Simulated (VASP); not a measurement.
Wanted: the native input for a VASP 6.6.1 run.

```
Task                   : single point
Functional             : PBE
Potentials or basis    : VASP PAW PBE potentials, release 64 (Ni)
Cutoff                 : 600 eV
k mesh                 : 21 × 21 × 21
Occupations            : fermi-dirac, width 0.05 eV
Spin                   : no spin polarisation
Dipole correction      : no
Further INCAR settings : ALGO = Normal; EDIFF = 1e-06; NBANDS = 11
```

The structure of Ni lies in POSCAR:

```
Ni
1.0
    0.0000000000      1.5442432965      1.5442432965
    1.5442432965      0.0000000000      1.5442432965
    1.5442432965      1.5442432965      0.0000000000
Ni
1
Direct
    0.0000000000      0.0000000000      0.0000000000
```

These files were run (other wordings do the same):

INCAR

```
  ALGO = Normal
  EDIFF = 1E-6
  ENCUT = 600
  GGA = PE
  GGA_COMPAT = False
  ISIF = 2
  ISMEAR = -1
  LASPH = True
  LCHARG = False
  LREAL = False
  LWAVE = False
  NBANDS = 11
  NELM = 120
  PREC = Accurate
  SIGMA = 0.05
```

KPOINTS

```
k-points
0
Gamma
  21 21 21
```

Potentials or basis: VASP PAW PBE potentials, release 64 (Ni).

Run with:

```console
$ cat potpaw_PBE.64/Ni/POTCAR > POTCAR
$ mpirun -np 1 vasp_std > vasp.out
```

It gave:

The pressure is 196.0 GPa. The band gap on the k mesh is zero (bands 5 and 6 overlap by 1.75 eV).

Caveat: the cell stands under pressure; the run has no spin polarisation, though such a crystal can be magnetic.

Run time: 27 s on 1 thread of AMD EPYC 7R43 64-Core Processor (Zen 3) (shared host), peak memory 0.11 GiB.
